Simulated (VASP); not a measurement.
# Ge in VASP: further runs

Aim: see how the results for Ge move with the level of theory and the settings. Levels: PBEsol, PBE. Tasks: single point.

Everything below comes from runs of VASP 6.6.1. Logs are shortened: lines on timing, memory, paths and dates and some standing lists are left out, and cuts for length are marked.

**1. The cell of the first run**

Symmetry: P6_3mc, No. 186, hexagonal system. Conventional cell: a = 4.050 Å, b = 4.050 Å, c = 10.993 Å, α = 90.00°, β = 90.00°, γ = 120.00°. Ge (site symmetry 3m) has 3 Ge at 2.44 Å within 3.2 Å. Within 3.2 Å of Ge (site symmetry 3m) lie 3 Ge at 2.44 Å.

**2. Single point, PBEsol**

Contents of INCAR:

```
SYSTEM = Ge
  ALGO = Normal
  EDIFF = 1E-6
  ENCUT = 520
  GGA = PS
  ISIF = 2
  ISMEAR = -1
  LASPH = .TRUE.
  LCHARG = .FALSE.
  LREAL = .FALSE.
  LWAVE = .FALSE.
  NBANDS = 36
  NELM = 100
  PREC = Accurate
  SIGMA = 0.05
```

Contents of KPOINTS:

```
k-points
0
G
  6 6 2
  0 0 0
```

Contents of POSCAR:

```
Ge
1.0
    4.0504045371      0.0000000000      0.0000000000
   -2.0252022685      3.5077532247      0.0000000000
    0.0000000000      0.0000000000     10.9933590000
Ge
4
Direct
    0.6666666667      0.3333333333      0.4148480000
    0.3333333333      0.6666666667      0.9148480000
    0.0000000000      0.0000000000      0.4774520000
    0.0000000000      0.0000000000      0.9774520000
```

Potentials or basis: VASP PAW PBE potentials, release 64 (Ge_d).

Run with:

```
cat potpaw_PBE.64/Ge_d/POTCAR > POTCAR
mpirun -np 1 vasp_std > vasp.out
```

OUTCAR:

```text
SYSTEM = Ge
   EDIFF = 1E-6
   ENCUT = 520
   GGA = PS
   ISIF = 2
   ISMEAR = -1
   LASPH = .TRUE.
   LREAL = .FALSE.
   NELM = 100
   PREC = Accurate

 ion  position               nearest neighbor table
   1  0.667  0.333  0.415-   3 2.44   3 2.44   3 2.44
   2  0.333  0.667  0.915-   4 2.44   4 2.44   4 2.44
   3  0.000  0.000  0.477-   1 2.44   1 2.44   1 2.44
   4  0.000  0.000  0.977-   2 2.44   2 2.44   2 2.44

  LATTYP: Found a hexagonal cell.
 ALAT       =     4.0504045371
 C/A-ratio  =     2.7141385260

  Lattice vectors:

 A1 = (   4.0504045371,   0.0000000000,   0.0000000000)
 A2 = (  -2.0252022685,   3.5077532247,   0.0000000000)
 A3 = (   0.0000000000,   0.0000000000,  10.9933590000)

Analysis of symmetry for initial positions (statically):
=====================================================================
 Subroutine PRICEL returns:
 Original cell was already a primitive cell.

 Routine SETGRP: Setting up the symmetry group for a
 hexagonal supercell.

 Subroutine GETGRP returns: Found 12 space group operations
 (whereof  6 operations were pure point group operations)
 out of a pool of 24 trial point group operations.

The static configuration has the point symmetry C_3v.
 The point group associated with its full space group is C_6v.

Analysis of symmetry for dynamics (positions and initial velocities):
=====================================================================
 Subroutine PRICEL returns:
 Original cell was already a primitive cell.

 Routine SETGRP: Setting up the symmetry group for a
 hexagonal supercell.

 Subroutine GETGRP returns: Found 12 space group operations
 (whereof  6 operations were pure point group operations)
 out of a pool of 24 trial point group operations.

The dynamic configuration has the point symmetry C_3v.
 The point group associated with its full space group is C_6v.

 Subroutine INISYM returns: Found 12 space group operations
 (whereof  6 operations are pure point group operations),
 and found     1 'primitive' translations

----------------------------------------------------------------------------------------

                                     Primitive cell

  volume of cell :     156.1917

  direct lattice vectors                    reciprocal lattice vectors
     4.050404537  0.000000000  0.000000000     0.246888920  0.142541384  0.000000000
    -2.025202269  3.507753225  0.000000000     0.000000000  0.285082768  0.000000000
     0.000000000  0.000000000 10.993359000     0.000000000  0.000000000  0.090964008

  length of vectors
     4.050404537  4.050404537 10.993359000     0.285082768  0.285082768  0.090964008

  position of ions in fractional coordinates (direct lattice)
     0.666666667  0.333333333  0.414848000
     0.333333333  0.666666667  0.914848000
     0.000000000  0.000000000  0.477452000
     0.000000000  0.000000000  0.977452000

  ion indices of the primitive-cell ions
   primitive index   ion index
                 1           1
                 2           2
                 3           3
                 4           4

----------------------------------------------------------------------------------------

 KPOINTS: k-points

Automatic generation of k-mesh.
 Grid dimensions read from file:
 generate k-points for:    6    6    2

 Generating k-lattice:

  Cartesian coordinates                     Fractional coordinates (reciprocal lattice)
     0.041148153  0.023756897  0.000000000     0.166666667  0.000000000  0.000000000
     0.000000000  0.047513795  0.000000000     0.000000000  0.166666667  0.000000000
     0.000000000  0.000000000  0.045482004     0.000000000  0.000000000  0.500000000

  Length of vectors
     0.047513795  0.047513795  0.045482004

  Shift w.r.t. Gamma in fractional coordinates (k-lattice)
     0.000000000  0.000000000  0.000000000

 Subroutine IBZKPT returns following result:
 ===========================================

 Found     14 irreducible k-points:

 Following reciprocal coordinates:
            Coordinates               Weight
  0.000000  0.000000  0.000000      1.000000
  0.166667 -0.000000  0.000000      6.000000
  0.333333  0.000000  0.000000      6.000000
  0.500000  0.000000  0.000000      3.000000
  0.166667  0.166667  0.000000      6.000000
  0.333333  0.166667  0.000000     12.000000
  0.333333  0.333333  0.000000      2.000000
  0.000000  0.000000  0.500000      1.000000
  0.166667 -0.000000  0.500000      6.000000
  0.333333  0.000000  0.500000      6.000000
  0.500000  0.000000  0.500000      3.000000
  0.166667  0.166667  0.500000      6.000000
  0.333333  0.166667  0.500000     12.000000
  0.333333  0.333333  0.500000      2.000000
   k-points           NKPTS =     14   k-points in BZ     NKDIM =     14   number of bands    NBANDS=     36
   number of dos      NEDOS =    301   number of ions     NIONS =      4
   total plane-waves  NPLWV =  75600
   dimension x,y,z NGX =    30 NGY =   30 NGZ =   84
   dimension x,y,z NGXF=    60 NGYF=   60 NGZF=  168
   ions per type =               4
   NGX,Y,Z   is equivalent  to a cutoff of  12.31, 12.31, 12.70 a.u.
   NGXF,Y,Z  is equivalent  to a cutoff of  24.63, 24.63, 25.41 a.u.
 SYSTEM =  Ge
   PREC   = accura    normal or accurate (medium, high low for compatibility)
   ISTART =      0    job   : 0-new  1-cont  2-samecut
   ICHARG =      2    charge: 1-file 2-atom 10-const
   ISPIN  =      1    spin polarized calculation?
   LNONCOLLINEAR =      F non collinear calculations
   LSORBIT =      F    spin-orbit coupling
   LASPH  =      T    aspherical Exc in radial PAW
   ENCUT  =  520.0 eV  38.22 Ry    6.18 a.u.   7.53  7.53 20.44*2*pi/ulx,y,z
   NELM   =    100;   NELMIN=  2; NELMDL= -5     # of ELM steps
   EDIFF  = 0.1E-05   stopping-criterion for ELM
   LREAL  =      F    real-space projection
[... 7 lines left out ...]
   TEBEG  =    0.0;   TEEND  =   0.0 temperature during run
   PSTRESS=    0.0 pullay stress
   NELECT =      56.0000    total number of electrons
   NUPDOWN=      -1.0000    fix difference up-down
   EMIN   =  10.00;   EMAX   =-10.00  energy-range for DOS
   EFERMI =   0.00;   METHOD = LEGACY
   ISMEAR =    -1;   SIGMA  =   0.05  broadening in eV -4-tet -1-fermi 0-gaus
   EFERMI_NEDOS =   21; number of points for ismear=-14 and -15
   IALGO  =     38    algorithm
   IMIX   =      4    mixing-type and parameters
     AMIX     =   0.40;   BMIX     =  1.00
     AMIX_MAG =   1.60;   BMIX_MAG =  1.00
  volume/ion in A,a.u.               =      39.05       263.51
  Fermi-wavevector in a.u.,A,eV,Ry     =   1.163014  2.197778 18.403257  1.352601
  Thomas-Fermi vector in A             =   2.299568
   LORBIT       =      0    0 simple, 1 ext, 2 COOP (PROOUT), +10 PAW based schemes
   GGA     = PS    functional components
   LHFCALC =     F    Hartree Fock is set to
   AEXX    =    0.0000 exact exchange contribution
   IVDW    =     0    specifies the selected vdW correction
   LEPSILON=     F    determine dielectric tensor
   LRPA    =     F    only Hartree local field effects (RPA)
 non-spin polarized calculation
  energy-cutoff  :      520.00
  volume of cell :      156.19
 maximum number of plane-waves:      4241
   NGX = 15   NGY = 15   NGZ = 41

 number of electron      55.9999986 magnetization

 Free energy of the ion-electron system (eV)
  ---------------------------------------------------
  ext. energy  EPLUGINS =         0.00000000
  ---------------------------------------------------
  free energy    TOTEN  =       -17.41396759 eV

  energy without entropy =      -17.40201150  energy(sigma->0) =      -17.40798954

 E-fermi :   0.7194     XC(G=0):  -7.3161

 val. band max:        0.7164342473   @ k =   0.3333   0.3333   0.0000
 cond. band min:       0.7249506866   @ k =   0.3333   0.3333   0.5000
 fundamental gap:      0.0085164393
 Fermi energy:         0.7193816205

 k-point     1 :       0.0000    0.0000    0.0000
  band No.  band energies     occupation
      1     -23.7195      2.00000
      2     -23.7195      2.00000
      3     -23.7195      2.00000
      4     -23.7195      2.00000
      5     -23.6743      2.00000
      6     -23.6742      2.00000
[... 28 lines left out ...]
     35       4.5833      0.00000
     36       4.5833      0.00000

 k-point     2 :       0.1667   -0.0000    0.0000
  band No.  band energies     occupation
      1     -23.7312      2.00000
      2     -23.7312      2.00000
      3     -23.7275      2.00000
      4     -23.7275      2.00000
      5     -23.6927      2.00000
      6     -23.6926      2.00000
[... 28 lines left out ...]
     35       5.5632      0.00000
     36       5.6056      0.00000

 k-point     3 :       0.3333    0.0000    0.0000
  band No.  band energies     occupation
      1     -23.7395      2.00000
      2     -23.7395      2.00000
      3     -23.7358      2.00000
      4     -23.7358      2.00000
      5     -23.7117      2.00000
      6     -23.7116      2.00000
[... 28 lines left out ...]
     35       7.0832      0.00000
     36       7.3810      0.00000

 k-point     4 :       0.5000    0.0000    0.0000
  band No.  band energies     occupation
      1     -23.7380      2.00000
      2     -23.7380      2.00000
      3     -23.7350      2.00000
      4     -23.7350      2.00000
      5     -23.7256      2.00000
      6     -23.7256      2.00000
[... 28 lines left out ...]
     35       7.3426      0.00000
     36       7.5736      0.00000

 k-point     5 :       0.1667    0.1667    0.0000
  band No.  band energies     occupation
      1     -23.7405      2.00000
      2     -23.7405      2.00000
      3     -23.7355      2.00000
      4     -23.7354      2.00000
      5     -23.7060      2.00000
      6     -23.7060      2.00000
[... 28 lines left out ...]
     35       6.0237      0.00000
     36       6.7180      0.00000

 k-point     6 :       0.3333    0.1667    0.0000
  band No.  band energies     occupation
      1     -23.7505      2.00000
      2     -23.7505      2.00000
      3     -23.7330      2.00000
      4     -23.7330      2.00000
      5     -23.7223      2.00000
      6     -23.7222      2.00000
[... 28 lines left out ...]
     35       6.0691      0.00000
     36       7.3726      0.00000

 k-point     7 :       0.3333    0.3333    0.0000
  band No.  band energies     occupation
      1     -23.7598      2.00000
      2     -23.7598      2.00000
      3     -23.7290      2.00000
      4     -23.7290      2.00000
      5     -23.7284      2.00000
      6     -23.7284      2.00000
[... 28 lines left out ...]
     35       6.8266      0.00000
     36       6.9464      0.00000

 k-point     8 :       0.0000    0.0000    0.5000
  band No.  band energies     occupation
      1     -23.7195      2.00000
      2     -23.7195      2.00000
      3     -23.7195      2.00000
      4     -23.7195      2.00000
      5     -23.6742      2.00000
      6     -23.6742      2.00000
[... 28 lines left out ...]
     35       4.5680      0.00000
     36       4.5680      0.00000

 k-point     9 :       0.1667   -0.0000    0.5000
  band No.  band energies     occupation
      1     -23.7312      2.00000
      2     -23.7312      2.00000
      3     -23.7275      2.00000
      4     -23.7275      2.00000
      5     -23.6927      2.00000
      6     -23.6927      2.00000
[... 28 lines left out ...]
     35       5.5844      0.00000
     36       5.5844      0.00000

 k-point    10 :       0.3333    0.0000    0.5000
  band No.  band energies     occupation
      1     -23.7395      2.00000
      2     -23.7395      2.00000
      3     -23.7358      2.00000
      4     -23.7358      2.00000
      5     -23.7116      2.00000
      6     -23.7116      2.00000
[... 28 lines left out ...]
     35       7.2198      0.00000
     36       7.2198      0.00000

 k-point    11 :       0.5000    0.0000    0.5000
  band No.  band energies     occupation
      1     -23.7380      2.00000
      2     -23.7380      2.00000
      3     -23.7350      2.00000
      4     -23.7350      2.00000
      5     -23.7256      2.00000
      6     -23.7256      2.00000
[... 28 lines left out ...]
     35       7.5945      0.00000
     36       7.6064      0.00000

 k-point    12 :       0.1667    0.1667    0.5000
  band No.  band energies     occupation
      1     -23.7405      2.00000
      2     -23.7405      2.00000
      3     -23.7354      2.00000
      4     -23.7354      2.00000
      5     -23.7060      2.00000
      6     -23.7060      2.00000
[... 28 lines left out ...]
     35       6.2333      0.00000
     36       6.2333      0.00000

 k-point    13 :       0.3333    0.1667    0.5000
  band No.  band energies     occupation
      1     -23.7505      2.00000
      2     -23.7505      2.00000
      3     -23.7330      2.00000
      4     -23.7330      2.00000
      5     -23.7222      2.00000
      6     -23.7222      2.00000
[... 28 lines left out ...]
     35       6.7501      0.00000
     36       6.7501      0.00000

 k-point    14 :       0.3333    0.3333    0.5000
  band No.  band energies     occupation
      1     -23.7598      2.00000
      2     -23.7598      2.00000
      3     -23.7290      2.00000
      4     -23.7290      2.00000
      5     -23.7284      2.00000
      6     -23.7284      2.00000
[... 28 lines left out ...]
     35       6.9284      0.00000
     36       6.9284      0.00000

------------------------ aborting loop because EDIFF is reached ----------------------------------------

  FORCE on cell =-STRESS in cart. coord.  units (eV):
  Direction    XX          YY          ZZ          XY          YZ          ZX
  --------------------------------------------------------------------------------------
  -------------------------------------------------------------------------------------
  Total       -2.0324476     -2.0324476     -0.6581195     -0.0000000      0.0000000      0.0000000
  in kB      -20.8483692    -20.8483692     -6.7508349     -0.0000000      0.0000000      0.0000000
  external PRESSURE =     -16.1491911 kB  Pullay stress =       0.0000000 kB

 VOLUME and BASIS-vectors are now :
 -----------------------------------------------------------------------------
  energy-cutoff  :      520.00
  volume of cell :      156.19
      direct lattice vectors                 reciprocal lattice vectors
     4.050404537  0.000000000  0.000000000     0.246888920  0.142541384  0.000000000
    -2.025202269  3.507753225  0.000000000     0.000000000  0.285082768  0.000000000
     0.000000000  0.000000000 10.993359000     0.000000000  0.000000000  0.090964008

 POSITION                                       TOTAL-FORCE (eV/Angst)
 -----------------------------------------------------------------------------------
      2.02520      1.16925      4.56057        -0.000000     -0.000000      0.162606
     -0.00000      2.33850     10.05725        -0.000000      0.000000      0.162606
      0.00000      0.00000      5.24880        -0.000000     -0.000000     -0.162606
      0.00000      0.00000     10.74548         0.000000      0.000000     -0.162606
 -----------------------------------------------------------------------------------
    total drift:                               -0.000000     -0.000000      0.001250

  FREE ENERGIE OF THE ION-ELECTRON SYSTEM (eV)
  ---------------------------------------------------
  free  energy   TOTEN  =       -17.4139675860 eV

  energy  without entropy=      -17.4020115004  energy(sigma->0) =      -17.40798954
```

It took 2.1 min on 1 thread of Intel Xeon Platinum 8259CL at 2.50GHz (Skylake/Cascade Lake), shared host; peak memory 0.28 GiB.

Results:

```
Free energy            : -17.4140 eV
Pressure               : -1.6 GPa
Largest force          : 0.163 eV/Å
Band gap on the k mesh : zero (filled and empty bands touch)
```

Forces on the atoms (eV/Å):
```
Ge   0.000  0.000  0.163
Ge   0.000  0.000  0.163
Ge   0.000  0.000 -0.163
Ge   0.000  0.000 -0.163
```

Stress tensor (GPa, compression positive):
```
-2.08  0.00  0.00
 0.00 -2.08  0.00
 0.00  0.00 -0.68
```

Levels at points of the mesh, in eV from the Fermi level:
```
           k point  band 24  band 25  band 26  band 27  band 28  band 29  band 30  band 31  band 32  band 33
(0.00, 0.00, 0.00)    -3.29    -0.45    -0.45    -0.44    -0.44     0.35     0.54     1.65     3.78     3.83
(0.50, 0.00, 0.00)    -7.37    -1.98    -1.96    -1.26    -1.08     0.60     0.82     1.55     1.62     5.00
(0.00, 0.00, 0.50)    -3.53    -0.45    -0.45    -0.45    -0.45     0.40     0.40     2.62     2.62     3.85
(0.50, 0.00, 0.50)    -7.38    -1.97    -1.97    -1.16    -1.16     0.66     0.66     1.59     1.59     5.56
```

Caveat: semilocal functionals underestimate gaps, and a narrow one can read as zero; the PAW data sets were made with another functional, which shifts forces and pressure a little.

(Part 1 of 2 ends here.)
